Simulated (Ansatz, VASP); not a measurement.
**Two plane-wave programs on Sr**

INCAR

```
SYSTEM = Sr
ALGO = Normal ; EDIFF = 1E-7
ENCUT = 520 ; GGA = PS
ISIF = 2 ; ISMEAR = -1
LASPH = .True. ; LCHARG = .False.
LREAL = .False. ; LWAVE = .False.
NBANDS = 17 ; NELM = 60
PREC = Accurate ; SIGMA = 0.1
```

File KPOINTS:

```
k-points
0
Gamma
  12 12 6
  0 0 0
```

The input POSCAR:

```
Sr
1.0
    3.2000009466      0.0000000000      0.0000000000
   -1.6000004733      2.7712821119      0.0000000000
    0.0000000000      0.0000000000      4.7275984675
Sr
2
Direct
    0.3333333333      0.6666666667      0.2500000000
    0.6666666667      0.3333333333      0.7500000000
```

Input for Ansatz:

```yaml
crystal:
  lattice:
    - [3.2000009466, 0.0, 0.0]
    - [-1.6000004733, 2.7712821119, 0.0]
    - [0.0, 0.0, 4.7275984675]
  atoms:
    - { symbol: Sr, position: [0.3333333333, 0.6666666667, 0.25] }
    - { symbol: Sr, position: [0.6666666667, 0.3333333333, 0.75] }
kpoints:
  mp_grid: { grid: [12, 12, 6] }
  band_path:
    path:
      - [0.0, 0.0, 0.0]
      - [0.5, 0.0, 0.0]
      - [0.3333333333, 0.3333333333, 0.0]
      - [0.0, 0.0, 0.0]
      - [0.0, 0.0, 0.5]
      - [0.5, 0.0, 0.5]
      - [0.3333333333, 0.3333333333, 0.5]
      - [0.0, 0.0, 0.5]
      - [0.5, 0.0, 0.5]
    npoints: 8
scf:
  occupations: { method: fermi_dirac, width: 0.1 }
hamiltonian:
  xc: pbesol
  pseudopotentials: { kind: paw }
output:
  forces: true
  stress: true
  eigenvalues: true
  populations: true
  dos: { projected: true, de: 0.2, e_range: [-14, 8] }
```

Change from the starting cell: volume scaled by 0.4, PAW files.

Alike in both runs: task single point; functional PBEsol; k mesh 12 × 12 × 6; occupations fermi-dirac, width 0.1 eV; no spin polarisation.

|  | VASP | Ansatz |
| --- | --- | --- |
| version | VASP 6.6.1 | Ansatz 0.2.0 |
| potentials or method | VASP PAW PBE potentials, release 64 (Sr_sv) | PAW with Ansatz's default frozen-core files, scalar-relativistic |
| plane-wave cutoff (eV) | 520 | 420 |
| valence electrons in the cell | 20 | 20 |

Ansatz gave:

| Item | Value |
| --- | --- |
| pressure (GPa) | 36.7 |
| traceless stress, the component that is largest in VASP (GPa) | 0.23 |

Q: Which values does VASP return?

A: Pressure (GPa): 37.6; traceless stress, the component that is largest in VASP (GPa): 0.39.

VASP's potentials were made for PBE, not for PBEsol. Both programs put the cell under a high pressure, so it lies far from rest at this level.
